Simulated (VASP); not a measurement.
Input of a VASP 6.6.1 run:

File INCAR:

```
SYSTEM = CuSn7O15
ALGO = Normal
EDIFF = 1E-6
ENCUT = 520
GGA = PE
GGA_COMPAT = .False.
ISIF = 2
ISMEAR = -1
LASPH = .True.
LCHARG = .True.
LELF = .True.
LREAL = .False.
LVHAR = .True.
LWAVE = .False.
NBANDS = 116
NELECT = 200.0
NELM = 120
PREC = Accurate
SIGMA = 0.01
```

KPOINTS

```
Automatic mesh
0
Gamma
  1 1 1
  0.25 0.25 0.25
```

Contents of POSCAR:

```
CuSn7O15
1.0
    4.8274600300      4.8274600300      0.0000000000
   -4.8274600300      4.8274600300      0.0000000000
    0.0000000000      0.0000000000      6.4759066800
Sn O Cu
7 15 1
Direct
    0.0137398224      0.5007211257      0.2425590146
    0.5002437490      0.0016800937      0.2495051930
   -0.0036387871      0.0004143739     -0.0001976684
    0.5095138161      0.5004347928     -0.0013194304
    0.0113863191      0.5006395480      0.7570489077
    0.5004084000     -0.0024085689      0.7486102904
   -0.0004113622      0.0012600065      0.4997006284
   -0.0019307374      0.8052568768      0.2519673938
    0.5040751390      0.3098248800      0.2546967071
   -0.0108234792      0.1962553319      0.2516190500
    0.5051435046      0.6989780017      0.2412050557
    0.2988828288      0.0062443914     -0.0005454878
    0.8178566098      0.5066472803      0.0011450321
    0.2001540660      0.4967702768     -0.0011976336
    0.6963710742     -0.0067282576     -0.0014228259
   -0.0021297368      0.8054912409      0.7473875311
    0.5111877837      0.3008686599      0.7571922447
   -0.0093507327      0.1963978482      0.7481250456
    0.5078352434      0.6885817828      0.7408221555
    0.3022437660      0.0037075535      0.4992952837
    0.1756672462      0.4969189321      0.5004719154
    0.6964278926     -0.0029831287      0.4994787314
    0.4914316413      0.4975054266      0.4968785820
```

Potentials or basis: VASP PAW PBE potentials, release 64 (Sn_d, O, Cu).

Launch:

```console
$ cat potpaw_PBE.64/Sn_d/POTCAR potpaw_PBE.64/O/POTCAR potpaw_PBE.64/Cu/POTCAR > POTCAR
$ mpirun -np 1 vasp_std > vasp.out
```

(1) Predict the largest force.

Results:

(1) 0.322 eV/Å.

Caveat: the cell carries a net charge on a neutralising background, which shifts energy and pressure.
